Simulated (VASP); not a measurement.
# Mg (I4/mmm) in VASP: a series of runs

Mg is run at these levels: LDA; tasks: single point.

Everything below comes from runs of VASP 6.6.1. Logs are shortened: lines on timing, memory, paths and dates and some standing lists are left out, and cuts for length are marked.

### 1 The cell of the first run

Symmetry: I4/mmm, No. 139, tetragonal system. Conventional cell: a = 3.174 Å, b = 3.174 Å, c = 4.444 Å, α = 90.00°, β = 90.00°, γ = 90.00°. Within 4.2 Å of Mg (site symmetry 4/mmm) lie 12 Mg at 3.16 to 3.17 Å.

### 2 Single point, LDA (zz strain of -1 %)

File INCAR:

```
SYSTEM = Mg
PREC     = Accurate       ! precision mode
ENCUT    = 520            ! plane-wave cutoff, eV
EDIFF    = 1E-6           ! SCF threshold, eV
ISMEAR   = -1             ! smearing method
SIGMA    = 0.03           ! smearing width, eV
LREAL    = .FALSE.        ! projectors in reciprocal space
LASPH    = .TRUE.         ! aspherical terms in the spheres
NELM     = 60             ! most SCF steps
ALGO     = Normal         ! electronic algorithm
ISIF     = 2              ! what is computed and relaxed
LWAVE    = .FALSE.        ! write WAVECAR
LCHARG   = .FALSE.        ! write CHGCAR
NBANDS   = 7              ! bands
```

File KPOINTS:

```
regular mesh
0
G
  16 16 16
  0 0 0
```

File POSCAR:

```
Mg
1.0
    0.0000000000      2.2442560000      2.2218134400
    2.2442560000      0.0000000000      2.2218134400
    2.2442560000      2.2442560000      0.0000000000
Mg
1
Direct
    0.0000000000      0.0000000000      0.0000000000
```

Potentials or basis: VASP PAW LDA potentials, release 64 (Mg).

Run with:

```
$ cat potpaw_LDA.64/Mg/POTCAR > POTCAR
$ mpirun -np 1 vasp_std > vasp.out
```

OUTCAR:

```text
SYSTEM = Mg
   PREC = Accurate
   ENCUT = 520
   EDIFF = 1E-6
   ISMEAR = -1
   LREAL = .FALSE.
   LASPH = .TRUE.
   NELM = 60
   ISIF = 2

 ion  position               nearest neighbor table
   1  0.000  0.000  0.000-

  LATTYP: Found a body centered tetragonal cell.
 ALAT       =     3.1738572726
 C/A-ratio  =     1.4000714267

  Lattice vectors:

 A1 = (   0.0000000000,  -2.2442560000,  -2.2218134400)
 A2 = (   0.0000000000,   2.2442560000,  -2.2218134400)
 A3 = (   2.2442560000,   0.0000000000,   2.2218134400)

Analysis of symmetry for initial positions (statically):
=====================================================================
 Subroutine PRICEL returns:
 Original cell was already a primitive cell.

 Routine SETGRP: Setting up the symmetry group for a
 body centered tetragonal supercell.

 Subroutine GETGRP returns: Found 16 space group operations
 (whereof 16 operations were pure point group operations)
 out of a pool of 16 trial point group operations.

The static configuration has the point symmetry D_4h.

Analysis of symmetry for dynamics (positions and initial velocities):
=====================================================================
 Subroutine PRICEL returns:
 Original cell was already a primitive cell.

 Routine SETGRP: Setting up the symmetry group for a
 body centered tetragonal supercell.

 Subroutine GETGRP returns: Found 16 space group operations
 (whereof 16 operations were pure point group operations)
 out of a pool of 16 trial point group operations.

The dynamic configuration has the point symmetry D_4h.

 Subroutine INISYM returns: Found 16 space group operations
 (whereof 16 operations are pure point group operations),
 and found     1 'primitive' translations

----------------------------------------------------------------------------------------

                                     Primitive cell

  volume of cell :      22.3811

  direct lattice vectors                    reciprocal lattice vectors
     0.000000000  2.244256000  2.221813440    -0.222790983  0.222790983  0.225041397
     2.244256000  0.000000000  2.221813440     0.222790983 -0.222790983  0.225041397
     2.244256000  2.244256000  0.000000000     0.222790983  0.222790983 -0.225041397

  length of vectors
     3.158027859  3.158027859  3.173857273     0.387188939  0.387188939  0.387188939

  position of ions in fractional coordinates (direct lattice)
     0.000000000  0.000000000  0.000000000

  ion indices of the primitive-cell ions
   primitive index   ion index
                 1           1

----------------------------------------------------------------------------------------

 KPOINTS: regular mesh

Automatic generation of k-mesh.
 Grid dimensions read from file:
 generate k-points for:   16   16   16

 Generating k-lattice:

  Cartesian coordinates                     Fractional coordinates (reciprocal lattice)
    -0.013924436  0.013924436  0.014065087     0.062500000  0.000000000  0.000000000
     0.013924436 -0.013924436  0.014065087     0.000000000  0.062500000  0.000000000
     0.013924436  0.013924436 -0.014065087     0.000000000  0.000000000  0.062500000

  Length of vectors
     0.024199309  0.024199309  0.024199309

  Shift w.r.t. Gamma in fractional coordinates (k-lattice)
     0.000000000  0.000000000  0.000000000

 Subroutine IBZKPT returns following result:
 ===========================================

 Found    349 irreducible k-points:

 Following reciprocal coordinates:
            Coordinates               Weight
  0.000000  0.000000  0.000000      1.000000
  0.062500  0.000000  0.000000      8.000000
  0.125000  0.000000  0.000000      8.000000
  0.187500 -0.000000  0.000000      8.000000
  0.250000  0.000000  0.000000      8.000000
  0.312500  0.000000  0.000000      8.000000
[... 16 lines left out ...]
 -0.125000  0.062500  0.000000      8.000000
 -0.062500  0.062500  0.000000      4.000000
 [... further k-points ...]
   k-points           NKPTS =    349   k-points in BZ     NKDIM =    349   number of bands    NBANDS=      7
   number of dos      NEDOS =    301   number of ions     NIONS =      1
   total plane-waves  NPLWV =  13824
   dimension x,y,z NGX =    24 NGY =   24 NGZ =   24
   dimension x,y,z NGXF=    48 NGYF=   48 NGZF=   48
   ions per type =               1
   NGX,Y,Z   is equivalent  to a cutoff of  12.63, 12.63, 12.57 a.u.
   NGXF,Y,Z  is equivalent  to a cutoff of  25.27, 25.27, 25.14 a.u.
 SYSTEM =  Mg
   PREC   = accura    normal or accurate (medium, high low for compatibility)
   ISTART =      0    job   : 0-new  1-cont  2-samecut
   ICHARG =      2    charge: 1-file 2-atom 10-const
   ISPIN  =      1    spin polarized calculation?
   LNONCOLLINEAR =      F non collinear calculations
   LSORBIT =      F    spin-orbit coupling
   LASPH  =      T    aspherical Exc in radial PAW
   ENCUT  =  520.0 eV  38.22 Ry    6.18 a.u.   5.87  5.87  5.90*2*pi/ulx,y,z
   NELM   =     60;   NELMIN=  2; NELMDL= -5     # of ELM steps
   EDIFF  = 0.1E-05   stopping-criterion for ELM
   LREAL  =      F    real-space projection
   EDIFFG = 0.1E-04   stopping-criterion for IOM
   NSW    =      0    number of steps for IOM
   IBRION =     -1    ionic relax: 0-MD 1-quasi-New 2-CG
   NFREE  =      0    steps in history (QN), initial steepest desc. (CG)
   ISIF   =      2    stress and relaxation
   ISYM   =      2    0-nonsym 1-usesym 2-fastsym
   POTIM  = 0.5000    time-step for ionic-motion
   TEBEG  =    0.0;   TEEND  =   0.0 temperature during run
   PSTRESS=    0.0 pullay stress
   NELECT =       2.0000    total number of electrons
   NUPDOWN=      -1.0000    fix difference up-down
   EMIN   =  10.00;   EMAX   =-10.00  energy-range for DOS
   EFERMI =   0.00;   METHOD = LEGACY
   ISMEAR =    -1;   SIGMA  =   0.03  broadening in eV -4-tet -1-fermi 0-gaus
   EFERMI_NEDOS =   21; number of points for ismear=-14 and -15
   IALGO  =     38    algorithm
   IMIX   =      4    mixing-type and parameters
     AMIX     =   0.40;   BMIX     =  1.00
     AMIX_MAG =   1.60;   BMIX_MAG =  1.00
  volume/ion in A,a.u.               =      22.38       151.04
  Fermi-wavevector in a.u.,A,eV,Ry     =   0.731909  1.383108  7.288525  0.535691
  Thomas-Fermi vector in A             =   1.824243
   LORBIT       =      0    0 simple, 1 ext, 2 COOP (PROOUT), +10 PAW based schemes
   GGA     = CA    functional components
   LHFCALC =     F    Hartree Fock is set to
   AEXX    =    0.0000 exact exchange contribution
   IVDW    =     0    specifies the selected vdW correction
   LEPSILON=     F    determine dielectric tensor
   LRPA    =     F    only Hartree local field effects (RPA)
 non-spin polarized calculation
  energy-cutoff  :      520.00
  volume of cell :       22.38
 maximum number of plane-waves:       620
   NGX = 11   NGY = 11   NGZ = 11

 number of electron       2.0000000 magnetization

 Free energy of the ion-electron system (eV)
  ---------------------------------------------------
  ext. energy  EPLUGINS =         0.00000000
  ---------------------------------------------------
  free energy    TOTEN  =        -1.79219885 eV

  energy without entropy =       -1.79063939  energy(sigma->0) =       -1.79141912

 E-fermi :   2.5739     XC(G=0):  -8.7623

 val. band max:        2.5663326602   @ k =  -0.3750   0.1875   0.0625
 cond. band min:       2.5810083980   @ k =  -0.3125   0.3750   0.1250
 fundamental gap:      0.0146757378
 Fermi energy:         2.5739036048

 k-point     1 :       0.0000    0.0000    0.0000
  band No.  band energies     occupation
      1      -4.4275      2.00000
      2      15.0269      0.00000
      3      15.0269      0.00000
      4      15.1022      0.00000
      5      16.9686      0.00000
      6      16.9928      0.00000
      7      16.9928      0.00000

 k-point     2 :       0.0625    0.0000    0.0000
  band No.  band energies     occupation
      1      -4.3392      2.00000
      2      13.6599      0.00000
      3      14.8146      0.00000
      4      14.8722      0.00000
      5      17.0954      0.00000
      6      17.3292      0.00000
      7      17.3521      0.00000

 k-point     3 :       0.1250    0.0000    0.0000
  band No.  band energies     occupation
      1      -4.0750      2.00000
      2      11.5959      0.00000
      3      14.4219      0.00000
      4      14.4950      0.00000
      5      16.8554      0.00000
      6      18.1417      0.00000
      7      18.1771      0.00000

 k-point     4 :       0.1875   -0.0000    0.0000
  band No.  band energies     occupation
      1      -3.6363      2.00000
      2       9.5462      0.00000
      3      14.0692      0.00000
      4      14.1612      0.00000
      5      16.5679      0.00000
      6      18.0091      0.00000
      7      18.2913      0.00000

 k-point     5 :       0.2500    0.0000    0.0000
  band No.  band energies     occupation
      1      -3.0256      2.00000
      2       7.5917      0.00000
      3      13.8213      0.00000
      4      13.9332      0.00000
      5      16.3422      0.00000
      6      17.0066      0.00000
      7      17.2764      0.00000
[... 161 lines left out ...]
 k-point    22 :      -0.1875    0.0625    0.0000
  band No.  band energies     occupation
      1      -3.3788      2.00000
      2       8.9470      0.00000
      3      12.5066      0.00000
      4      15.0427      0.00000
      5      16.6956      0.00000
      6      17.0837      0.00000
      7      18.0309      0.00000

 k-point    23 :      -0.1250    0.0625    0.0000
  band No.  band energies     occupation
      1      -3.8731      2.00000
      2      10.9254      0.00000
      3      12.8842      0.00000
      4      15.2514      0.00000
      5      17.3412      0.00000
      6      17.6984      0.00000
      7      17.8154      0.00000

 k-point    24 :      -0.0625    0.0625    0.0000
  band No.  band energies     occupation
      1      -4.1939      2.00000
      2      12.7398      0.00000
      3      13.5845      0.00000
      4      15.2536      0.00000
      5      17.1610      0.00000
      6      17.4081      0.00000
      7      18.0077      0.00000

 [... further k-points ...]
[... 5 lines left out ...]
  --------------------------------------------------------------------------------------
  -------------------------------------------------------------------------------------
  Total       -0.1728019     -0.1728019     -0.2096387      0.0000000      0.0000000      0.0000000
  in kB      -12.3701981    -12.3701981    -15.0072025      0.0000000      0.0000000      0.0000000
  external PRESSURE =     -13.2491995 kB  Pullay stress =       0.0000000 kB

 VOLUME and BASIS-vectors are now :
 -----------------------------------------------------------------------------
  energy-cutoff  :      520.00
  volume of cell :       22.38
      direct lattice vectors                 reciprocal lattice vectors
     0.000000000  2.244256000  2.221813440    -0.222790983  0.222790983  0.225041397
     2.244256000  0.000000000  2.221813440     0.222790983 -0.222790983  0.225041397
     2.244256000  2.244256000  0.000000000     0.222790983  0.222790983 -0.225041397

 POSITION                                       TOTAL-FORCE (eV/Angst)
 -----------------------------------------------------------------------------------
      0.00000      0.00000      0.00000         0.000000      0.000000     -0.000000
 -----------------------------------------------------------------------------------
    total drift:                               -0.000000      0.000000     -0.000000

  FREE ENERGIE OF THE ION-ELECTRON SYSTEM (eV)
  ---------------------------------------------------
  free  energy   TOTEN  =        -1.7921988450 eV

  energy  without entropy=       -1.7906393865  energy(sigma->0) =       -1.79141912
```

It took 43 s on 1 thread of Intel Xeon 8259CL, shared host; peak memory 0.17 GiB.

What came out:

| Property | Result |
| --- | --- |
| Free energy | -1.7922 eV |
| Pressure | -1.3 GPa |
| Band gap on the k mesh | zero (bands 1 and 2 overlap by 2.77 eV) |

Stress tensor (GPa, compression positive):
```
-1.24  0.00  0.00
 0.00 -1.24  0.00
 0.00  0.00 -1.50
```

Levels at points of the mesh, in eV from the Fermi level:
```
           k point  band 1  band 2  band 3  band 4  band 5
(0.00, 0.00, 0.00)   -7.00   12.45   12.45   12.53   14.39
(0.50, 0.00, 0.00)   -1.69   -1.30   11.30   11.49   12.08
(0.50, 0.50, 0.00)   -0.11    0.92    6.12    6.93    6.93
(0.50, 0.00, 0.50)   -0.24    0.77    6.22    7.06    7.10
```

Caveat: the cell differs from its parent crystal (zz strain of -1 %).

(Part 1 of 2 ends here.)

The gap in the log of VASP goes by the Fermi energy; the results here count the filled bands.